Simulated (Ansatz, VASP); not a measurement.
# One calculation of MgZnO4, two programs

The input INCAR:

```
SYSTEM = MgZnO4
PREC = Accurate
ENCUT = 520
EDIFF = 1E-6
ISMEAR = 0
SIGMA = 0.1
LREAL = .False.
LASPH = .True.
NELM = 150
ALGO = Normal
ISIF = 2
LWAVE = .False.
LCHARG = .False.
ISPIN = 2
MAGMOM = 0 0 1 1 1 1
LORBIT = 11
GGA = PE
NBANDS = 32
```

The input KPOINTS:

```
regular mesh
0
Gamma
  6 6 6
  0 0 0
```

The input POSCAR:

```
MgZnO4
1.0
    4.6701379500      0.0000000000      0.0000000000
   -2.3350689800      4.0444581100      0.0000000000
    0.0000000000      0.0000000000      3.6368772600
Mg Zn O
1 1 4
Direct
    0.6666666700      0.3333333300      0.0000000000
    0.0000000000      0.0000000000      0.0000000000
    0.3333333300      0.6666666700      0.0000000000
    0.6653136400      0.8326568200      0.5000000000
    0.1673431800      0.8326568200      0.5000000000
    0.1673431800      0.3346863600      0.5000000000
```

Input for Ansatz:

```yaml
crystal:
  lattice:
    - [4.67013795, 0.0, 0.0]
    - [-2.33506898, 4.04445811, 0.0]
    - [0.0, 0.0, 3.63687726]
  atoms:
    - { symbol: Mg, position: [0.66666667, 0.33333333, 0.0] }
    - { symbol: Zn, position: [0.0, 0.0, 0.0] }
    - { symbol: O, position: [0.33333333, 0.66666667, 0.0], spin: 1.0 }
    - { symbol: O, position: [0.66531364, 0.83265682, 0.5], spin: 1.0 }
    - { symbol: O, position: [0.16734318, 0.83265682, 0.5], spin: 1.0 }
    - { symbol: O, position: [0.16734318, 0.33468636, 0.5], spin: 1.0 }
basis:
  ecutwfc: 420
kpoints:
  mp_grid: { grid: [6, 6, 6] }
hamiltonian:
  xc: pbe
scf:
  occupations: { method: gaussian, width: 0.1 }
  lower_state_search: "off"
output:
  forces: true
  stress: true
  eigenvalues: true
  populations: true
magnetization:
  spin_polarized: true
```

Change from the starting cell: species swapped into the ErAlCu4 type (P-6m2, No. 187).

Alike in both runs: task single point; functional PBE; k mesh 6 × 6 × 6; occupations gaussian, width 0.1 eV; collinear spin.

```csv
,VASP,Ansatz
version,VASP 6.6.1,Ansatz 0.2.0
potentials or method,"VASP PAW PBE potentials, release 64 (Mg, Zn, O), cutoff 520 eV","scalar-relativistic, plane waves, PAW"
valence electrons in the cell,38,46
```

|  | VASP | Ansatz | Ansatz less VASP |
| --- | --- | --- | --- |
| gap on the k mesh at the Fermi level (eV) | none | none | - |
| pressure (GPa) | -5.4 | -5.4 | +0.05 |
| traceless stress, the component that is largest in VASP (GPa) | -4.29 | -4.49 | -0.206 |
| rms of the force components (eV/Å) | 0.434 | 0.444 | +0.0099 |
| net moment per atom (μB) | 0.29 | 0.29 | -0.002 |
| size of the moment on the site where the two differ most (μB) | 0.83 | 0.92 | +0.091 |

Site moments also hang on the region over which each program counts them. Atom by atom the forces differ by 0.010 eV/Å (rms over components). A gap of «none» marks a metal or a gap that the smearing closes. The functional is the same, so the differences come from potentials, cutoffs and numerics. VASP's potentials hold 38 valence electrons a cell and Ansatz's 46, so a difference there can come from the potentials and not from the codes.
